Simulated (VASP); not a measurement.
# FePt (Tetraferroplatinum) (P4/mmm) in VASP: a series of runs

Aim: see how the results for FePt (Tetraferroplatinum) move with the level of theory and the settings. Levels: revPBE, PBE, PBEsol+D4. Tasks: single point, relaxation of cell and atoms.

Everything below comes from runs of VASP 6.6.1. Logs are shortened: lines on timing, memory, paths and dates and some standing lists are left out, and cuts for length are marked.

## Step 1: The cell of the first run

It takes space group P4/mmm (No. 123, tetragonal). Conventional cell: a = 2.753 Å, b = 2.753 Å, c = 3.767 Å, α = 90.00°, β = 90.00°, γ = 90.00°. Pt (site symmetry 4/mmm) has 8 Fe at 2.71 Å and 4 Pt at 2.75 Å within 3.6 Å. Fe (site symmetry 4/mmm) has 8 Pt at 2.71 Å and 4 Fe at 2.75 Å within 3.6 Å.

## Step 2: Single point, revPBE, collinear spin, ferromagnetic start

Input file INCAR:

```
SYSTEM = FePt
PREC = Accurate
ENCUT = 520
EDIFF = 1E-7
ISMEAR = -1
SIGMA = 0.05
LREAL = .FALSE.
LASPH = .TRUE.
NELM = 150
ALGO = Fast
ISIF = 2
LWAVE = .FALSE.
LCHARG = .FALSE.
ISPIN = 2
MAGMOM = 0 3
LORBIT = 11
LMAXMIX = 4
GGA = RE
NBANDS = 20
```

Input file KPOINTS:

```
Automatic mesh
0
G
  10 10 7
  0 0 0
```

Input file POSCAR:

```
FePt
1.0
    2.7532933898      0.0000000000      0.0000000000
    0.0000000000      2.7532933898      0.0000000000
    0.0000000000      0.0000000000      3.7671725972
Pt Fe
1 1
Direct
    0.5000000000      0.5000000000      0.5000000000
    0.0000000000      0.0000000000      0.0000000000
```

Potentials or basis: VASP PAW PBE potentials, release 64 (Pt, Fe).

Run with:

```bash
cat potpaw_PBE.64/Pt/POTCAR potpaw_PBE.64/Fe/POTCAR > POTCAR
mpirun -np 1 vasp_std > vasp.out
```

OUTCAR:

```text
SYSTEM = FePt
   PREC = Accurate
   ENCUT = 520
   EDIFF = 1E-7
   ISMEAR = -1
   LREAL = .FALSE.
   LASPH = .TRUE.
   NELM = 150
   ISIF = 2
   ISPIN = 2
   LORBIT = 11
   GGA = RE

 ion  position               nearest neighbor table
   1  0.500  0.500  0.500-   2 2.71   2 2.71   2 2.71   2 2.71   2 2.71   2 2.71   2 2.71   2 2.71

   2  0.000  0.000  0.000-   1 2.71   1 2.71   1 2.71   1 2.71   1 2.71   1 2.71   1 2.71   1 2.71

  LATTYP: Found a simple tetragonal cell.
 ALAT       =     2.7532933898
 C/A-ratio  =     1.3682423425

  Lattice vectors:

 A1 = (   2.7532933898,   0.0000000000,   0.0000000000)
 A2 = (   0.0000000000,   2.7532933898,   0.0000000000)
 A3 = (   0.0000000000,   0.0000000000,   3.7671725972)

Analysis of symmetry for initial positions (statically):
=====================================================================
 Subroutine PRICEL returns:
 Original cell was already a primitive cell.

 Routine SETGRP: Setting up the symmetry group for a
 simple tetragonal supercell.

 Subroutine GETGRP returns: Found 16 space group operations
 (whereof 16 operations were pure point group operations)
 out of a pool of 16 trial point group operations.

The static configuration has the point symmetry D_4h.

Analysis of symmetry for dynamics (positions and initial velocities):
=====================================================================
 Subroutine PRICEL returns:
 Original cell was already a primitive cell.

 Routine SETGRP: Setting up the symmetry group for a
 simple tetragonal supercell.

 Subroutine GETGRP returns: Found 16 space group operations
 (whereof 16 operations were pure point group operations)
 out of a pool of 16 trial point group operations.

The dynamic configuration has the point symmetry D_4h.

Analysis of structural, dynamic, and magnetic symmetry:
=====================================================================
 Subroutine PRICEL returns:
 Original cell was already a primitive cell.

 Routine SETGRP: Setting up the symmetry group for a
 simple tetragonal supercell.

 Subroutine GETGRP returns: Found 16 space group operations
 (whereof 16 operations were pure point group operations)
 out of a pool of 16 trial point group operations.

The overall configuration has the point symmetry D_4h.

 Subroutine INISYM returns: Found 16 space group operations
 (whereof 16 operations are pure point group operations),
 and found     1 'primitive' translations

----------------------------------------------------------------------------------------
[... 115 lines left out ...]
  Fermi-wavevector in a.u.,A,eV,Ry     =   1.403650  2.652514 26.806652  1.970233
  Thomas-Fermi vector in A             =   2.526291
   LORBIT       =     11    0 simple, 1 ext, 2 COOP (PROOUT), +10 PAW based schemes
   GGA     = RE    functional components
   LHFCALC =     F    Hartree Fock is set to
   AEXX    =    0.0000 exact exchange contribution
   IVDW    =     0    specifies the selected vdW correction
   LEPSILON=     F    determine dielectric tensor
   LRPA    =     F    only Hartree local field effects (RPA)
 spin polarized calculation
 RMM-DIIS sequential band-by-band and
  energy-cutoff  :      520.00
  volume of cell :       28.56
 maximum number of plane-waves:       784
   NGX = 11   NGY = 11   NGZ = 15

 number of electron      17.9999988 magnetization       3.3589724

 Free energy of the ion-electron system (eV)
  ---------------------------------------------------
  ext. energy  EPLUGINS =         0.00000000
  ---------------------------------------------------
  free energy    TOTEN  =       -13.95156511 eV

  energy without entropy =      -13.94015921  energy(sigma->0) =      -13.94586216

 E-fermi :   8.3317     XC(G=0): -12.8051

 val. band max:        8.3245527126   @ k =   0.3000   0.2000   0.0000
 cond. band min:       8.3365427141   @ k =   0.4000   0.2000   0.1429
 fundamental gap:      0.0119900015
 Fermi energy:         8.3317275715

 spin component 1

 k-point     1 :       0.0000    0.0000    0.0000
  band No.  band energies     occupation
      1      -0.9815      1.00000
      2       2.1988      1.00000
      3       2.4087      1.00000
      4       4.9192      1.00000
      5       4.9192      1.00000
      6       5.3751      1.00000
[... 541 lines left out ...]
     19      30.9458      0.00000
     20      31.0460      0.00000

 [... further k-points ...]

 spin component 2

 k-point     1 :       0.0000    0.0000    0.0000
  band No.  band energies     occupation
      1      -0.8615      1.00000
      2       2.8067      1.00000
      3       2.8311      1.00000
      4       6.0678      1.00000
      5       6.0678      1.00000
      6       7.5884      1.00000
[... 541 lines left out ...]
     19      31.1527      0.00000
     20      31.3281      0.00000

 [... further k-points ...]

------------------------ aborting loop because EDIFF is reached ----------------------------------------

  FORCE on cell =-STRESS in cart. coord.  units (eV):
  Direction    XX          YY          ZZ          XY          YZ          ZX
  --------------------------------------------------------------------------------------
  -------------------------------------------------------------------------------------
  Total       -0.0783320     -0.0783320     -0.0630466      0.0000000      0.0000000      0.0000000
  in kB       -4.3946995     -4.3946995     -3.5371366      0.0000000      0.0000000      0.0000000
  external PRESSURE =      -4.1088452 kB  Pullay stress =       0.0000000 kB

 VOLUME and BASIS-vectors are now :
 -----------------------------------------------------------------------------
  energy-cutoff  :      520.00
  volume of cell :       28.56
      direct lattice vectors                 reciprocal lattice vectors
     2.753293390  0.000000000  0.000000000     0.363201395  0.000000000  0.000000000
     0.000000000  2.753293390  0.000000000     0.000000000  0.363201395  0.000000000
     0.000000000  0.000000000  3.767172597     0.000000000  0.000000000  0.265451071

 POSITION                                       TOTAL-FORCE (eV/Angst)
 -----------------------------------------------------------------------------------
      1.37665      1.37665      1.88359         0.000000      0.000000      0.000000
      0.00000      0.00000      0.00000         0.000000      0.000000      0.000000
 -----------------------------------------------------------------------------------
    total drift:                               -0.000000      0.000000      0.000000

  FREE ENERGIE OF THE ION-ELECTRON SYSTEM (eV)
  ---------------------------------------------------
  free  energy   TOTEN  =       -13.9515651093 eV

  energy  without entropy=      -13.9401592114  energy(sigma->0) =      -13.94586216

 total charge

# of ion       s       p       d       tot
------------------------------------------
    1        0.700   0.627   8.041   9.367
    2        0.397   0.425   6.085   6.907
--------------------------------------------------
tot          1.096   1.052  14.126  16.274

 magnetization (x)

# of ion       s       p       d       tot
------------------------------------------
    1       -0.026  -0.066   0.433   0.341
    2        0.006  -0.008   3.005   3.003
--------------------------------------------------
tot         -0.020  -0.074   3.438   3.344
```

stdout:

```text
POSCAR found type information on POSCAR PtFe
 POSCAR found :  2 types and       2 ions
 scaLAPACK will be used
 -----------------------------------------------------------------------------
|                                                                             |
|                                                                             |
|     You enforced a specific xc type in the INCAR file but a different       |
|     I HOPE YOU KNOW WHAT YOU ARE DOING!                                     |
|                                                                             |
 -----------------------------------------------------------------------------

 LDA part: xc-table for (Slater+PW92), standard interpolation
 POSCAR, INCAR and KPOINTS ok, starting setup
 FFT: planning ... GRIDC
 FFT: planning ... GRID_SOFT
 FFT: planning ... GRID
 WAVECAR not read
 entering main loop
WARNING in EDDRMM: call to ZHEGV failed, returncode =   8  4     19
WARNING in EDDRMM: call to ZHEGV failed, returncode =   8  4     20
WARNING in EDDRMM: call to ZHEGV failed, returncode =   8  4     19
WARNING in EDDRMM: call to ZHEGV failed, returncode =   8  4     19
WARNING in EDDRMM: call to ZHEGV failed, returncode =   8  4     20
WARNING in EDDRMM: call to ZHEGV failed, returncode =   8  4     19
 num prob  num prob RMM:  18    -0.139515651093E+02   -0.18984E-07   -0.81120E-08  4296   0.216E-03
```

It took 3.2 min on 1 thread of AMD EPYC 7R43 (Zen 3), shared host; peak memory 0.16 GiB.

Results:

```
Free energy                                           : -13.9516 eV
Pressure                                              : -0.4 GPa
Net moment                                            : 3.36 μB per cell
Site moments                                          : Pt +0.34; Fe +3.00 μB
Valence electrons inside the program's atomic spheres : Pt 9.37; Fe 6.91
```

Levels at points of the mesh, in eV from the Fermi level:
Spin up:
| k point | band 9 | band 10 | band 11 | band 12 | band 13 | band 14 |
| --- | --- | --- | --- | --- | --- | --- |
| (0.00, 0.00, 0.00) | -0.59 | -0.53 | -0.53 | 2.23 | 9.31 | 11.47 |
| (0.50, 0.00, 0.00) | -2.27 | -1.60 | -0.03 | 1.89 | 10.20 | 10.23 |
| (0.50, 0.50, 0.00) | -0.64 | 0.47 | 1.61 | 1.61 | 7.25 | 9.61 |
Spin down:
```tsv
k point	band 6	band 7	band 8	band 9	band 10	band 11
(0.00, 0.00, 0.00)	-0.74	-0.74	0.60	1.61	1.61	1.68
(0.50, 0.00, 0.00)	-1.34	-1.09	-0.78	0.59	0.71	2.23
(0.50, 0.50, 0.00)	1.20	1.63	1.66	1.67	1.67	1.72
```

Caveat: the PAW data sets were made with another functional, which shifts forces and pressure a little; spin-orbit coupling is left out, which moves the levels of the heavy elements.

## Step 3: Single point, PBE, non-collinear spin, typed start, spin-orbit coupling

This run uses another cell than the first one, of 13.80 Å³/atom, 0.966 times its volume.

Input file INCAR:

```
SYSTEM = FePt
PREC = Accurate
ENCUT = 520
EDIFF = 1E-6
ISMEAR = -1
SIGMA = 0.05
LREAL = .False.
LASPH = .True.
NELM = 150
ALGO = Normal
ISIF = 2
LWAVE = .False.
LCHARG = .False.
MAGMOM = 0 0 0 3 0 0
LORBIT = 11
LSORBIT = .True.
GGA_COMPAT = .False.
LORBMOM = .True.
LMAXMIX = 4
GGA = PE
NBANDS = 30
```

Input file KPOINTS:

```
Automatic mesh
0
Gamma
  7 7 5
  0 0 0
```

Input file POSCAR:

```
FePt
1.0
    2.7235000000      0.0000000000      0.0000000000
    0.0000000000      2.7235000000      0.0000000000
    0.0000000000      0.0000000000      3.7200000000
Pt Fe
1 1
Direct
    0.5000000000      0.5000000000      0.5000000000
    0.0000000000      0.0000000000      0.0000000000
```

Potentials or basis: VASP PAW PBE potentials, release 64 (Pt, Fe).

Run with:

```bash
cat potpaw_PBE.64/Pt/POTCAR potpaw_PBE.64/Fe/POTCAR > POTCAR
mpirun -np 1 vasp_ncl > vasp.out
```

Run time: 4.9 min. Hardware: 1 thread of Intel Xeon 6975P-C, shared host; peak memory 0.25 GiB.

It converged, with:

| Property | Result |
| --- | --- |
| Free energy | -15.1544 eV |
| Pressure | 2.9 GPa |
| Net moment | 3.24 μB per cell |
| Valence electrons inside the program's atomic spheres | Pt 9.43; Fe 6.99 |

Stress tensor (GPa, compression positive):
```
2.48 0.00 0.00
0.00 2.54 0.00
0.00 0.00 3.64
```

Moments on the atoms (μB; x, y, z):
```
Pt  0.31 0.00 0.00
Fe  2.91 0.00 0.00
```

## Step 4: Relaxation of cell and atoms, PBEsol+D4, collinear spin, ferromagnetic start

This run uses another cell than the first one, of 13.80 Å³/atom, 0.966 times its volume.

Input file INCAR:

```
SYSTEM = FePt
PREC = Accurate
ENCUT = 600
EDIFF = 1E-6
ISMEAR = -1
SIGMA = 0.05
LREAL = .FALSE.
LASPH = .TRUE.
NELM = 150
ALGO = Normal
ISIF = 3
LWAVE = .FALSE.
LCHARG = .FALSE.
ISPIN = 2
MAGMOM = 0 3
LORBIT = 11
LMAXMIX = 4
GGA = PS
IVDW = 13
IBRION = 2
NSW = 80
EDIFFG = -0.02
```

Input file KPOINTS:

```
regular mesh
0
G
  10 10 7
  0 0 0
```

POSCAR is that of step 3.

Run with:

```bash
cat potpaw_PBE.64/Pt/POTCAR potpaw_PBE.64/Fe/POTCAR > POTCAR
mpirun -np 1 vasp_std > vasp.out
```

Wall time 3.7 min (1 thread of Intel Xeon 6975P-C, shared host); peak memory 0.23 GiB.

It converged, with:

```
Free energy                                           : -16.9337 eV
Relaxed volume                                        : 13.21 Å³/atom
Relaxed cell                                          : a = 2.680 Å, b = 2.680 Å, c = 3.679 Å, α = 90.00°, β = 90.00°, γ = 90.00°
Space group after relaxing (to 0.05 Å)                : P4/mmm (No. 123)
Energy gained by relaxing                             : 18.0 meV/atom
Ionic steps                                           : 7
Pressure after relaxing                               : 0.2 GPa
Net moment                                            : 3.20 μB per cell
Site moments                                          : Pt +0.33; Fe +2.83 μB
Valence electrons inside the program's atomic spheres : Pt 9.53; Fe 7.08
Dispersion energy per atom                            : -0.321 eV
```

The path:
| step | energy change (eV) | largest force (eV/Å) | pressure (GPa) | volume (Å³) |
| --- | --- | --- | --- | --- |
| 1 | 0.0000 | 0.0000 | -9.51 | 27.59 |
| 2 | 0.1007 | 0.0000 | 23.49 | 24.45 |
| 3 | -0.0360 | 0.0000 | -0.37 | 26.48 |
| 4 | -0.0360 | 0.0000 | -0.05 | 26.44 |
| 5 | -0.0360 | 0.0000 | 0.18 | 26.42 |
| 6 | -0.0361 | 0.0000 | 0.21 | 26.42 |
| 7 | -0.0361 | 0.0000 | 0.22 | 26.42 |

Final structure:
```cif
data_structure
_symmetry_space_group_name_H-M 'P 1'
_symmetry_Int_Tables_number 1
_cell_length_a 2.6796
_cell_length_b 2.6796
_cell_length_c 3.6792
_cell_angle_alpha 90.000
_cell_angle_beta 90.000
_cell_angle_gamma 90.000
_cell_volume 26.42
loop_
_atom_site_label
_atom_site_type_symbol
_atom_site_fract_x
_atom_site_fract_y
_atom_site_fract_z
_atom_site_occupancy
Pt1 Pt 0.50000 0.50000 0.50000 1
Fe1 Fe 0.00000 0.00000 0.00000 1
```

Levels at points of the mesh, in eV from the Fermi level:
Spin up:
```tsv
k point	band 8	band 9	band 10	band 11	band 12	band 13	band 14	band 15
(0.00, 0.00, 0.00)	-1.87	-0.44	-0.26	-0.26	2.17	10.17	11.95	11.95
(0.50, 0.00, 0.00)	-2.46	-2.07	-1.67	0.31	2.24	10.64	10.82	12.93
(0.50, 0.50, 0.00)	-0.34	-0.34	0.70	1.58	1.58	8.07	10.61	11.00
```
Spin down:
```csv
k point,band 5,band 6,band 7,band 8,band 9,band 10,band 11,band 12
"(0.00, 0.00, 0.00)",-2.50,-0.88,-0.76,0.53,1.69,1.76,1.76,2.41
"(0.50, 0.00, 0.00)",-2.59,-1.41,-1.33,-1.05,0.44,0.69,2.57,2.71
"(0.50, 0.50, 0.00)",1.05,1.29,1.67,1.79,1.79,1.83,1.83,1.85
```

Caveat: the PAW data sets were made with another functional, which shifts forces and pressure a little; spin-orbit coupling is left out, which moves the levels of the heavy elements; pairwise dispersion overbinds metals, which lowers pressure and volume.

## Step 5: Overview

```tsv
task	level	spin	cell	k mesh	cutoff (eV)	gap on the mesh (eV)	pressure (GPa)	moment (μB)
single point	revPBE	collinear, ferromagnetic start	a = 2.753, b = 2.753, c = 3.767 Å, 2 atoms	10 × 10 × 7	520	none	-0.4	3.36
single point	PBE	non-collinear, typed start, SOC	a = 2.724, b = 2.724, c = 3.720 Å, 2 atoms	7 × 7 × 5	520	-	2.9	3.24
relaxation of cell and atoms	PBEsol+D4	collinear, ferromagnetic start	relaxed from a = 2.724, b = 2.724, c = 3.720 Å, 2 atoms	10 × 10 × 7	600	none	0.2	3.20
```

Alike in all rows: potentials or basis VASP PAW PBE potentials, release 64 (Pt, Fe); smearing fermi-dirac 0.05 eV.

Caveats: the PAW data sets were made with another functional, which shifts forces and pressure a little (some runs); spin-orbit coupling is left out, which moves the levels of the heavy elements (some runs); pairwise dispersion overbinds metals, which lowers pressure and volume (some runs).

Total energies depend on the potentials used, so only differences within one code and one set of settings carry meaning.
